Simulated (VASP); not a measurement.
Set up this calculation in VASP 6.6.1, as the native input.

```yaml
Task: single point
Functional: PBEsol
Potentials_or_basis: VASP PAW PBE potentials, release 64 (I)
Cutoff: 520 eV
k_mesh: 9 × 9 × 9
Occupations: fermi-dirac, width 0.05 eV
Spin: no spin polarisation
Dipole_correction: no
Further_INCAR_settings: ALGO = Normal; EDIFF = 1e-06; NBANDS = 10
```

The structure of I lies in POSCAR:

```
I
1.0
    0.0000000000      2.2709764251      3.9098401324
    2.1045556480      0.0000000000      3.9098401324
    2.1045556480      2.2709764251      0.0000000000
I
1
Direct
    0.0000000000      0.0000000000      0.0000000000
```

One way to write it, as run:

INCAR

```
PREC = Accurate ; ENCUT = 520
EDIFF = 1E-6 ; ISMEAR = -1
SIGMA = 0.05 ; LREAL = False
LASPH = True ; NELM = 80
ALGO = Normal ; ISIF = 2
LWAVE = False ; LCHARG = False
GGA = PS ; NBANDS = 10
```

KPOINTS

```
Automatic mesh
0
Gamma
  9 9 9
```

Potentials or basis: VASP PAW PBE potentials, release 64 (I).

The run is started by

```bash
$ cat potpaw_PBE.64/I/POTCAR > POTCAR
$ mpirun -np 1 vasp_std > vasp.out
```

It gave:

- Pressure: 2.3 GPa

Caveat: the PAW data sets were made with another functional, which shifts forces and pressure a little; an odd number of electrons without spin polarisation forces a metal; a magnetic or distorted state may lie lower.

Run time: 20 s on 1 thread of Intel(R) Xeon(R) Platinum 8559C (Emerald Rapids), with other jobs on the host, peak memory 0.2 GiB.
